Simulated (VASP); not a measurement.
# NbCu (Fm-3m) in VASP: density of states with PBE

Aim: the density of states of NbCu with PBE.

Everything below comes from runs of VASP 6.6.1. Logs are shortened: lines on timing, memory, paths and dates and some standing lists are left out, and cuts for length are marked.

## (1) The cell of the first run

Symmetry: Fm-3m, No. 225, cubic system. Conventional cell: a = 5.124 Å, b = 5.124 Å, c = 5.124 Å, α = 90.00°, β = 90.00°, γ = 90.00°. Within 3.4 Å of Nb (site symmetry m-3m) lie 6 Cu at 2.56 Å. Cu (site symmetry m-3m) has 6 Nb at 2.56 Å within 3.4 Å.

## (2) Density of states, PBE

Input file POSCAR:

```
NbCu
1.0
    0.0000000000      2.5622060269      2.5622060269
    2.5622060269      0.0000000000      2.5622060269
    2.5622060269      2.5622060269      0.0000000000
Nb Cu
1 1
Direct
    0.0000000000      0.0000000000      0.0000000000
    0.5000000000      0.5000000000      0.5000000000
```

Input file INCAR.step1:

```
PREC = Accurate
ENCUT = 520
EDIFF = 1E-7
ISMEAR = 0
SIGMA = 0.1
LREAL = False
LASPH = True
NELM = 100
ALGO = Fast
ISIF = 2
LWAVE = False
LCHARG = True
LMAXMIX = 4
GGA = PE
NBANDS = 19
```

Input file KPOINTS.step1:

```
regular mesh
0
Gamma
  18 18 18
```

Input file INCAR.step2:

```
PREC = Accurate
ENCUT = 520
EDIFF = 1E-7
ISMEAR = -5
SIGMA = 0.1
LREAL = False
LASPH = True
NELM = 100
ALGO = Fast
ISIF = 2
LWAVE = False
LCHARG = False
LMAXMIX = 4
GGA = PE
LORBIT = 10
NBANDS = 19
NEDOS = 1001
ICHARG = 11
```

Input file KPOINTS.step2:

```
regular mesh
0
Gamma
  27 27 27
```

Potentials or basis: VASP PAW PBE potentials, release 64 (Nb_sv, Cu).

On the command line:

```
> cat potpaw_PBE.64/Nb_sv/POTCAR potpaw_PBE.64/Cu/POTCAR > POTCAR
> cp INCAR.step1 INCAR
> cp KPOINTS.step1 KPOINTS
> mpirun -np 1 vasp_std > vasp.out
> cp INCAR.step2 INCAR
> cp KPOINTS.step2 KPOINTS
> mpirun -np 1 vasp_std > vasp.out
```

OUTCAR:

```text
PREC = Accurate
   ENCUT = 520
   EDIFF = 1E-7
   ISMEAR = -5
   LREAL = False
   LASPH = True
   NELM = 100
   ISIF = 2
   GGA = PE
   LORBIT = 10
   ICHARG = 11

 ion  position               nearest neighbor table
   1  0.000  0.000  0.000-   2 2.56   2 2.56   2 2.56   2 2.56   2 2.56   2 2.56
   2  0.500  0.500  0.500-   1 2.56   1 2.56   1 2.56   1 2.56   1 2.56   1 2.56

  LATTYP: Found a face centered cubic cell.
 ALAT       =     5.1244120538

  Lattice vectors:

 A1 = (   0.0000000000,   2.5622060269,   2.5622060269)
 A2 = (   2.5622060269,   0.0000000000,   2.5622060269)
 A3 = (   2.5622060269,   2.5622060269,   0.0000000000)

Analysis of symmetry for initial positions (statically):
=====================================================================
 Subroutine PRICEL returns:
 Original cell was already a primitive cell.

 Routine SETGRP: Setting up the symmetry group for a
 face centered cubic supercell.

 Subroutine GETGRP returns: Found 48 space group operations
 (whereof 48 operations were pure point group operations)
 out of a pool of 48 trial point group operations.

The static configuration has the point symmetry O_h .

Analysis of symmetry for dynamics (positions and initial velocities):
=====================================================================
 Subroutine PRICEL returns:
 Original cell was already a primitive cell.

 Routine SETGRP: Setting up the symmetry group for a
 face centered cubic supercell.

 Subroutine GETGRP returns: Found 48 space group operations
 (whereof 48 operations were pure point group operations)
 out of a pool of 48 trial point group operations.

The dynamic configuration has the point symmetry O_h .

 Subroutine INISYM returns: Found 48 space group operations
 (whereof 48 operations are pure point group operations),
 and found     1 'primitive' translations

----------------------------------------------------------------------------------------

                                     Primitive cell

  volume of cell :      33.6413

  direct lattice vectors                    reciprocal lattice vectors
     0.000000000  2.562206027  2.562206027    -0.195144338  0.195144338  0.195144338
     2.562206027  0.000000000  2.562206027     0.195144338 -0.195144338  0.195144338
     2.562206027  2.562206027  0.000000000     0.195144338  0.195144338 -0.195144338

  length of vectors
     3.623506513  3.623506513  3.623506513     0.337999909  0.337999909  0.337999909

  position of ions in fractional coordinates (direct lattice)
     0.000000000  0.000000000  0.000000000
     0.500000000  0.500000000  0.500000000

  ion indices of the primitive-cell ions
   primitive index   ion index
                 1           1
                 2           2

----------------------------------------------------------------------------------------

 KPOINTS: regular mesh

Automatic generation of k-mesh.
 Grid dimensions read from file:
 generate k-points for:   27   27   27

 Generating k-lattice:

  Cartesian coordinates                     Fractional coordinates (reciprocal lattice)
    -0.007227568  0.007227568  0.007227568     0.037037037  0.000000000  0.000000000
     0.007227568 -0.007227568  0.007227568     0.000000000  0.037037037  0.000000000
     0.007227568  0.007227568 -0.007227568     0.000000000  0.000000000  0.037037037

  Length of vectors
     0.012518515  0.012518515  0.012518515

  Shift w.r.t. Gamma in fractional coordinates (k-lattice)
     0.000000000  0.000000000  0.000000000

 TETIRR: Found   2653 inequivalent tetrahedra from   118098

 Subroutine IBZKPT returns following result:
 ===========================================

 Found    560 irreducible k-points:

 Following reciprocal coordinates:
            Coordinates               Weight
  0.000000  0.000000  0.000000      1.000000
  0.037037  0.000000  0.000000      8.000000
  0.074074  0.000000  0.000000      8.000000
  0.111111  0.000000  0.000000      8.000000
  0.148148  0.000000  0.000000      8.000000
  0.185185  0.000000  0.000000      8.000000
[... 16 lines left out ...]
  0.333333  0.037037  0.000000     24.000000
  0.370370  0.037037  0.000000     24.000000
 [... further k-points ...]
   k-points           NKPTS =    560   k-points in BZ     NKDIM =    560   number of bands    NBANDS=     19
   number of dos      NEDOS =   1001   number of ions     NIONS =      2
   total plane-waves  NPLWV =  21952
   dimension x,y,z NGX =    28 NGY =   28 NGZ =   28
   dimension x,y,z NGXF=    56 NGYF=   56 NGZF=   56
   ions per type =               1   1
   NGX,Y,Z   is equivalent  to a cutoff of  12.85, 12.85, 12.85 a.u.
   NGXF,Y,Z  is equivalent  to a cutoff of  25.69, 25.69, 25.69 a.u.
 SYSTEM =  unknown system
   PREC   = accura    normal or accurate (medium, high low for compatibility)
   ISTART =      0    job   : 0-new  1-cont  2-samecut
   ICHARG =     11    charge: 1-file 2-atom 10-const
   ISPIN  =      1    spin polarized calculation?
   LNONCOLLINEAR =      F non collinear calculations
   LSORBIT =      F    spin-orbit coupling
   LASPH  =      T    aspherical Exc in radial PAW
   ENCUT  =  520.0 eV  38.22 Ry    6.18 a.u.   6.74  6.74  6.74*2*pi/ulx,y,z
   NELM   =    100;   NELMIN=  2; NELMDL=  0     # of ELM steps
   EDIFF  = 0.1E-06   stopping-criterion for ELM
   LREAL  =      F    real-space projection
   EDIFFG = 0.1E-05   stopping-criterion for IOM
   NSW    =      0    number of steps for IOM
   IBRION =     -1    ionic relax: 0-MD 1-quasi-New 2-CG
   NFREE  =      0    steps in history (QN), initial steepest desc. (CG)
   ISIF   =      2    stress and relaxation
   ISYM   =      2    0-nonsym 1-usesym 2-fastsym
   POTIM  = 0.5000    time-step for ionic-motion
   TEBEG  =    0.0;   TEEND  =   0.0 temperature during run
   PSTRESS=    0.0 pullay stress
   NELECT =      24.0000    total number of electrons
   NUPDOWN=      -1.0000    fix difference up-down
   EMIN   =  10.00;   EMAX   =-10.00  energy-range for DOS
   EFERMI =   0.00;   METHOD = LEGACY
   ISMEAR =    -5;   SIGMA  =   0.10  broadening in eV -4-tet -1-fermi 0-gaus
   EFERMI_NEDOS =   21; number of points for ismear=-14 and -15
   IALGO  =     68    algorithm
   IMIX   =      4    mixing-type and parameters
     AMIX     =   0.40;   BMIX     =  1.00
     AMIX_MAG =   1.60;   BMIX_MAG =  1.00
  volume/ion in A,a.u.               =      16.82       113.51
  Fermi-wavevector in a.u.,A,eV,Ry     =   1.462810  2.764310 29.113917  2.139813
  Thomas-Fermi vector in A             =   2.578979
   LORBIT       =     10    0 simple, 1 ext, 2 COOP (PROOUT), +10 PAW based schemes
   GGA     = PE    functional components
   LHFCALC =     F    Hartree Fock is set to
   AEXX    =    0.0000 exact exchange contribution
   IVDW    =     0    specifies the selected vdW correction
   LEPSILON=     F    determine dielectric tensor
   LRPA    =     F    only Hartree local field effects (RPA)
 non-spin polarized calculation
 RMM-DIIS sequential band-by-band and
 Fermi weights with tetrahedron method with Bloechl corrections
  energy-cutoff  :      520.00
  volume of cell :       33.64
 maximum number of plane-waves:       934

 number of electron      23.9999991 magnetization

 Free energy of the ion-electron system (eV)
  ---------------------------------------------------
  ext. energy  EPLUGINS =         0.00000000
  ---------------------------------------------------
  free energy    TOTEN  =       -12.46280893 eV

  energy without entropy =      -12.46280893  energy(sigma->0) =      -12.46280893

 E-fermi :   8.4013     XC(G=0): -11.9138

 val. band max:        8.4026555035   @ k =   0.4815   0.3333   0.0370
 cond. band min:       8.3886704160   @ k =  -0.2593   0.1111   0.0000
 fundamental gap:     -0.0139850875
 Fermi energy:         8.4013067585

 k-point     1 :       0.0000    0.0000    0.0000
  band No.  band energies     occupation
      1     -46.7090      2.00000
      2     -22.6488      2.00000
      3     -22.6488      2.00000
      4     -22.6488      2.00000
      5       1.3741      2.00000
      6       4.1356      2.00000
[... 11 lines left out ...]
     18      17.2759      0.00000
     19      17.8873      0.00000

 k-point     2 :       0.0370    0.0000    0.0000
  band No.  band energies     occupation
      1     -46.7088      2.00000
      2     -22.6514      2.00000
      3     -22.6492      2.00000
      4     -22.6492      2.00000
      5       1.4037      2.00000
      6       4.1444      2.00000
[... 11 lines left out ...]
     18      17.3466      0.00000
     19      17.9362      0.00000

 k-point     3 :       0.0741    0.0000    0.0000
  band No.  band energies     occupation
      1     -46.7082      2.00000
      2     -22.6589      2.00000
      3     -22.6506      2.00000
      4     -22.6506      2.00000
      5       1.4922      2.00000
      6       4.1706      2.00000
[... 11 lines left out ...]
     18      17.5510      0.00000
     19      18.0769      0.00000

 k-point     4 :       0.1111    0.0000    0.0000
  band No.  band energies     occupation
      1     -46.7071      2.00000
      2     -22.6711      2.00000
      3     -22.6527      2.00000
      4     -22.6527      2.00000
      5       1.6382      2.00000
      6       4.2138      2.00000
[... 407 lines left out ...]
     18      19.3894      0.00000
     19      20.5439      0.00000

 k-point    23 :       0.3333    0.0370    0.0000
  band No.  band energies     occupation
      1     -46.6971      2.00000
      2     -22.7833      2.00000
      3     -22.6743      2.00000
      4     -22.6728      2.00000
      5       3.3612      2.00000
      6       4.5307      2.00000
[... 11 lines left out ...]
     18      19.6566      0.00000
     19      21.0035      0.00000

 k-point    24 :       0.3704    0.0370    0.0000
  band No.  band energies     occupation
      1     -46.6955      2.00000
      2     -22.8013      2.00000
      3     -22.6774      2.00000
      4     -22.6763      2.00000
      5       3.7422      2.00000
      6       4.5670      2.00000
[... 11 lines left out ...]
     18      19.7980      0.00000
     19      20.8992      0.00000

 [... further k-points ...]

------------------------ aborting loop because EDIFF is reached ----------------------------------------

  FORCE on cell =-STRESS in cart. coord.  units (eV):
  Direction    XX          YY          ZZ          XY          YZ          ZX
  --------------------------------------------------------------------------------------
  -------------------------------------------------------------------------------------
  Total        0.0025922      0.0025922      0.0025922     -0.0000000      0.0000000     -0.0000000
  in kB        0.1234525      0.1234525      0.1234525     -0.0000000      0.0000000     -0.0000000
  external PRESSURE =       0.1234525 kB  Pullay stress =       0.0000000 kB

 VOLUME and BASIS-vectors are now :
 -----------------------------------------------------------------------------
  energy-cutoff  :      520.00
  volume of cell :       33.64
      direct lattice vectors                 reciprocal lattice vectors
     0.000000000  2.562206027  2.562206027    -0.195144338  0.195144338  0.195144338
     2.562206027  0.000000000  2.562206027     0.195144338 -0.195144338  0.195144338
     2.562206027  2.562206027  0.000000000     0.195144338  0.195144338 -0.195144338

 POSITION                                       TOTAL-FORCE (eV/Angst)
 -----------------------------------------------------------------------------------
      0.00000      0.00000      0.00000         0.000000     -0.000000      0.000000
      2.56221      2.56221      2.56221        -0.000000      0.000000     -0.000000
 -----------------------------------------------------------------------------------
    total drift:                                0.000000      0.000000      0.000000

  FREE ENERGIE OF THE ION-ELECTRON SYSTEM (eV)
  ---------------------------------------------------
  free  energy   TOTEN  =       -12.4628089316 eV

  energy  without entropy=      -12.4628089316  energy(sigma->0) =      -12.46280893

 total charge

# of ion       s       p       d       tot
------------------------------------------
    1        2.178   5.998   2.318  10.495
    2        0.631   0.456   9.078  10.165
--------------------------------------------------
tot          2.809   6.455  11.396  20.660
```

Wall time 12 min (1 thread of AMD EPYC 7R43 (Zen 3), shared host); peak memory 0.42 GiB.

Results:

```yaml
Valence_electrons_inside_the_program's_atomic_spheres: Nb 10.49; Cu 10.16
```

Caveat: tetrahedron occupations give inexact forces and stress in metals.
